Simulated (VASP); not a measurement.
## Be: single point with revPBE

Be:

```
Be
1.0
     0.00000    1.54780    1.54780
     1.54780    0.00000    1.54780
     1.54780    1.54780    0.00000
Be
1
Cartesian
  0.0000 0.0000 0.0000
```

This cell differs from its parent crystal: volume scaled by 0.92.

```
Program                : VASP 6.6.1
Task                   : single point
Functional             : revPBE
Potentials or basis    : VASP PAW PBE potentials, release 64 (Be)
Cutoff                 : 520 eV
k mesh                 : 19 × 19 × 19
Occupations            : fermi-dirac, width 0.1 eV
Spin                   : no spin polarisation
Dipole correction      : no
Further INCAR settings : ALGO = Normal; EDIFF = 1e-07; NBANDS = 7
```

```
Pressure               : 11.1 GPa
Band gap on the k mesh : zero (band 1 reaches 8.82 eV, above the bottom of band 2 at 8.17 eV)
```

Levels at points of the mesh, in eV from the Fermi level:
```tsv
k point	band 1	band 2	band 3	band 4	band 5	band 6
(0.00, 0.00, 0.00)	-12.32	20.53	20.53	20.53	30.10	30.10
```

It took 8.2 s on 1 thread of AMD EPYC 9R45 (Zen 5), with other jobs on the host, peak memory 0.08 GiB.

Caveat: the PAW data sets were made with another functional, which shifts forces and pressure a little.
